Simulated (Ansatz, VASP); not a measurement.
Two plane-wave programs on InP

```xyz
2
Lattice="0.0000 2.7688 2.7688 2.7688 0.0000 2.7688 2.7688 2.7688 0.0000" Properties=species:S:1:pos:R:3 pbc="T T T"
In    0.0000    0.0000    0.0000
P     2.7688    2.7688    2.7688
```

Alike in both runs: task relaxation of cell and atoms; functional RPBE; k mesh 8 × 8 × 8; occupations fermi-dirac, width 0.05 eV; no spin polarisation.

```csv
,VASP,Ansatz
version,VASP 6.6.1,Ansatz 0.2.0
potentials or method,"VASP PAW PBE potentials, release 64 (In_d, P)",Ansatz PAW
plane-wave cutoff (eV),600,420
valence electrons in the cell,18,18
```

```csv
,VASP,Ansatz,Ansatz less VASP
"gap on the k mesh at the Fermi level, each at its own relaxed structure (eV)",none,none,-
relaxed volume (Å³/atom),21.76,21.77,+0.012
relaxed cell length with the largest relative difference (Å),3.948,3.949,+0.0007
```

VASP's potentials were made for PBE, not for RPBE. A gap of «none» marks a metal or a gap that the smearing closes.

Noted on Ansatz's run: the plane-wave basis is chosen anew once the cell has moved, so the energies of steps on either side of that aren't comparable.
